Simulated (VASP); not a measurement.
Here is a VASP 6.6.1 calculation.

Contents of INCAR:

```
  PREC = Accurate
  ENCUT = 520
  EDIFF = 1E-7
  ISMEAR = -1
  SIGMA = 0.02
  LREAL = False
  LASPH = True
  NELM = 100
  ALGO = Fast
  ISIF = 2
  LWAVE = False
  LCHARG = True
  GGA = PE
  LELF = True
  LVHAR = True
  NBANDS = 15
```

File KPOINTS:

```
Automatic mesh
0
Gamma
  6 6 6
```

The input POSCAR:

```
KI
1.0
    0.0000000000      3.9658942029      3.9658942029
    3.9658942029      0.0000000000      3.9658942029
    3.9658942029      3.9658942029      0.0000000000
K I
1 1
Direct
    0.0000000000      0.0000000000      0.0000000000
    0.2500000000      0.2500000000      0.2500000000
```

Potentials or basis: VASP PAW PBE potentials, release 64 (K_sv, I).

Launch:

```bash
$ cat potpaw_PBE.64/K_sv/POTCAR potpaw_PBE.64/I/POTCAR > POTCAR
$ mpirun -np 1 vasp_std > vasp.out
```

(1) Estimate the band gap on the k mesh.

(2) What does it give for the pressure?

## Answers

(1) 3.93 eV.

(2) 0.2 GPa.

Caveat: spin-orbit coupling is left out, which moves the levels of the heavy elements.
